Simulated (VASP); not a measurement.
Wanted: the native input for a VASP 6.6.1 run.

| Quantity | Value |
| --- | --- |
| Task | single point |
| Functional | PBE |
| Potentials or basis | VASP PAW PBE potentials, release 64 (Nd, H) |
| Cutoff | 520 eV |
| k mesh | 4 × 4 × 4 |
| Occupations | gaussian, width 0.1 eV |
| Spin | no spin polarisation |
| Dipole correction | no |
| Further INCAR settings | ALGO = Normal; EDIFF = 1e-06; NBANDS = 16 |

The structure of NdH3 lies in POSCAR:

```
NdH3
1.0
    3.7688803800      0.0000000000      0.0000000000
    0.0000000000      3.7688803800      0.0000000000
    0.0000000000      0.0000000000      3.7688803800
Nd H
1 3
Direct
    0.5000000000      0.5000000000      0.5000000000
    0.0000000000      0.5000000000      0.5000000000
    0.5000000000      0.0000000000      0.5000000000
    0.5000000000      0.5000000000      0.0000000000
```

The input as run:

INCAR

```
PREC = Accurate
ENCUT = 520
EDIFF = 1E-6
ISMEAR = 0
SIGMA = 0.1
LREAL = False
LASPH = True
NELM = 100
ALGO = Normal
ISIF = 2
LWAVE = False
LCHARG = True
GGA = PE
LELF = True
LVHAR = True
NBANDS = 16
```

KPOINTS

```
regular mesh
0
Gamma
  4 4 4
```

Potentials or basis: VASP PAW PBE potentials, release 64 (Nd, H).

Command:

```console
$ cat potpaw_PBE.64/Nd/POTCAR potpaw_PBE.64/H/POTCAR > POTCAR
$ mpirun -np 1 vasp_std > vasp.out
```

It gave:

| Item | Value |
| --- | --- |
| Pressure | 21.6 GPa |

Caveat: the k points lie up to 0.42 Å⁻¹ apart.

Run time: 48 s on 1 thread of Intel Xeon 6975P-C, with other jobs on the host, peak memory 0.16 GiB.
